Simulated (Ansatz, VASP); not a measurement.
# NbH2: VASP beside Ansatz

```
Nb H
1.0
    -0.01141    2.28150    2.28150
     2.28150   -0.01141    2.28150
     2.27009    2.27009    0.00000
Nb H
1 2
Direct
  0.00000 0.00000 0.00000
  0.25000 0.25000 0.25000
  0.75000 0.75000 0.75000
```

Alike in both runs: task single point; functional PBEsol; k mesh 13 × 13 × 13; occupations fermi-dirac, width 0.02 eV; no spin polarisation.

|  | VASP | Ansatz |
| --- | --- | --- |
| version | VASP 6.6.1 | Ansatz 0.2.0 |
| potentials or method | VASP PAW PBE potentials, release 64 (Nb_sv, H), cutoff 520 eV | plane waves, PAW |
| valence electrons in the cell | 15 | 15 |

Ansatz gave:

```
gap on the k mesh at the Fermi level (eV)                     : none
pressure (GPa)                                                : -5.4
traceless stress, the component that is largest in VASP (GPa) : 1.07
```

**Question.** Which values does VASP return?

**Answer.** gap on the k mesh at the Fermi level (eV): none; pressure (GPa): -5.8; traceless stress, the component that is largest in VASP (GPa): 1.07.

VASP's potentials were made for PBE, not for PBEsol. A gap of «none» marks a metal or a gap that the smearing closes. The functional is the same, so the differences come from potentials, cutoffs and numerics. Ansatz's warnings: stress scf threshold loose.
